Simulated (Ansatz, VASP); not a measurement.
Two plane-wave programs on TiAl

The input INCAR:

```
  PREC = Accurate
  ENCUT = 520
  EDIFF = 1E-7
  ISMEAR = 0
  SIGMA = 0.1
  LREAL = False
  LASPH = True
  NELM = 100
  ALGO = Normal
  ISIF = 2
  LWAVE = False
  LCHARG = False
  GGA = PE
  NBANDS = 14
```

File KPOINTS:

```
regular mesh
0
Gamma
  18 18 10
```

POSCAR

```
TiAl
1.0
    2.8972251230      0.0000000000      0.0000000000
   -1.4486125615      2.5090705570      0.0000000000
    0.0000000000      0.0000000000      4.5866264774
Ti Al
1 1
Direct
    0.0000000000      0.0000000000      0.0000000000
    0.3333333333      0.6666666667      0.5000000000
```

Input for Ansatz:

```yaml
crystal:
  lattice:
    - [2.897225123, 0.0, 0.0]
    - [-1.4486125615, 2.509070557, 0.0]
    - [0.0, 0.0, 4.5866264774]
  atoms:
    - { symbol: Ti, position: [0.0, 0.0, 0.0] }
    - { symbol: Al, position: [0.3333333333, 0.6666666667, 0.5] }
basis:
  ecutwfc: 420
kpoints:
  mp_grid: { grid: [18, 18, 10] }
hamiltonian:
  xc: pbe
scf:
  occupations: { method: gaussian, width: 0.1 }
output:
  forces: true
  stress: true
  eigenvalues: true
```

Alike in both runs: task single point; functional PBE; k mesh 18 × 18 × 10; occupations gaussian, width 0.1 eV; no spin polarisation.

|  | VASP | Ansatz |
| --- | --- | --- |
| version | VASP 6.6.1 | Ansatz 0.2.0 |
| potentials or method | VASP PAW PBE potentials, release 64 (Ti_sv, Al), cutoff 520 eV | scalar-relativistic, plane waves, PAW |
| valence electrons in the cell | 15 | 15 |

|  | VASP | Ansatz | Ansatz less VASP |
| --- | --- | --- | --- |
| gap on the k mesh at the Fermi level (eV) | none | none | - |
| pressure (GPa) | 0.4 | 0.5 | +0.08 |
| traceless stress, the component that is largest in VASP (GPa) | 1.75 | 1.71 | -0.036 |

A gap of «none» marks a metal or a gap that the smearing closes.
